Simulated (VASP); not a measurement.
Set up this calculation in VASP 6.6.1, as the native input.

| Property | Result |
| --- | --- |
| Task | single point |
| Functional | PBEsol |
| Potentials or basis | VASP PAW PBE potentials, release 64 (Ti_sv, Al) |
| Cutoff | 520 eV |
| k mesh | 18 × 18 × 10 |
| Occupations | gaussian, width 0.1 eV |
| Spin | no spin polarisation |
| Dipole correction | no |
| Further INCAR settings | ALGO = Normal; EDIFF = 1e-07; NBANDS = 14 |

The structure of TiAl lies in POSCAR:

```
TiAl
1.0
    2.8478212847      0.0000000000      0.0000000000
   -1.4239106423      2.4662855780      0.0000000000
    0.0000000000      0.0000000000      4.6199447399
Ti Al
1 1
Direct
    0.0000000000      0.0000000000      0.0000000000
    0.3333333333      0.6666666667      0.5000000000
```

One way to write it, as run:

INCAR

```
SYSTEM = TiAl
  ALGO = Normal
  EDIFF = 1E-7
  ENCUT = 520
  GGA = PS
  ISIF = 2
  ISMEAR = 0
  LASPH = .True.
  LCHARG = .True.
  LELF = .True.
  LREAL = .False.
  LVHAR = .True.
  LWAVE = .False.
  NBANDS = 14
  NELM = 80
  PREC = Accurate
  SIGMA = 0.1
```

KPOINTS

```
k-points
0
Gamma
  18 18 10
  0 0 0
```

Potentials or basis: VASP PAW PBE potentials, release 64 (Ti_sv, Al).

Launch:

```sh
$ cat potpaw_PBE.64/Ti_sv/POTCAR potpaw_PBE.64/Al/POTCAR > POTCAR
$ mpirun -np 1 vasp_std > vasp.out
```

It gave:

```
Pressure : 0.0 GPa
```

Caveat: the PAW data sets were made with another functional, which shifts forces and pressure a little.

Run time: 73 s on 1 thread of AMD EPYC 7R13 Processor (Zen 3), on a shared host, peak memory 0.2 GiB.
